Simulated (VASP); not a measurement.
Set up this calculation in VASP 6.6.1, as the native input.

| Quantity | Value |
| --- | --- |
| Task | single point |
| Functional | PBE |
| Potentials or basis | VASP PAW PBE potentials, release 64 (In_d, Sb) |
| Cutoff | 520 eV |
| k mesh | 6 × 6 × 8 |
| Occupations | gaussian, width 0.1 eV |
| Spin | no spin polarisation |
| Dipole correction | no |
| Further INCAR settings | ALGO = Normal; EDIFF = 1e-06; NBANDS = 38 |

The structure of InSb3 lies in POSCAR:

```
InSb3
1.0
    6.8281456417      0.0000000000      0.0000000000
   -3.4140728209      5.9133475864      0.0000000000
    0.0000000000      0.0000000000      5.6796686556
In Sb
2 6
Direct
    0.3333333333      0.6666666667      0.2500000000
    0.6666666667      0.3333333333      0.7500000000
    0.8468663712      0.6937327423      0.2500000000
    0.1531336288      0.8468663712      0.7500000000
    0.3062672577      0.1531336288      0.2500000000
    0.1531336288      0.3062672577      0.7500000000
    0.8468663712      0.1531336288      0.2500000000
    0.6937327423      0.8468663712      0.7500000000
```

One way to write it, as run:

INCAR

```
SYSTEM = InSb3
PREC = Accurate
ENCUT = 520
EDIFF = 1E-6
ISMEAR = 0
SIGMA = 0.1
LREAL = .FALSE.
LASPH = .TRUE.
NELM = 100
ALGO = Normal
ISIF = 2
LWAVE = .FALSE.
LCHARG = .FALSE.
GGA = PE
NBANDS = 38
```

KPOINTS

```
Automatic mesh
0
G
  6 6 8
  0 0 0
```

Potentials or basis: VASP PAW PBE potentials, release 64 (In_d, Sb).

Run with:

```console
$ cat potpaw_PBE.64/In_d/POTCAR potpaw_PBE.64/Sb/POTCAR > POTCAR
$ mpirun -np 1 vasp_std > vasp.out
```

It gave:

```yaml
Pressure: -0.1 GPa
Largest_force: 0.003 eV/Å
Band_gap_on_the_k_mesh: zero (bands 28 and 29 overlap by 2.44 eV)
```

Caveat: spin-orbit coupling is left out, which moves the levels of the heavy elements.

Run time: 8.1 min on 1 thread of Intel(R) Xeon(R) Platinum 8375C CPU @ 2.90GHz (Ice Lake), with other jobs on the host, peak memory 0.49 GiB.
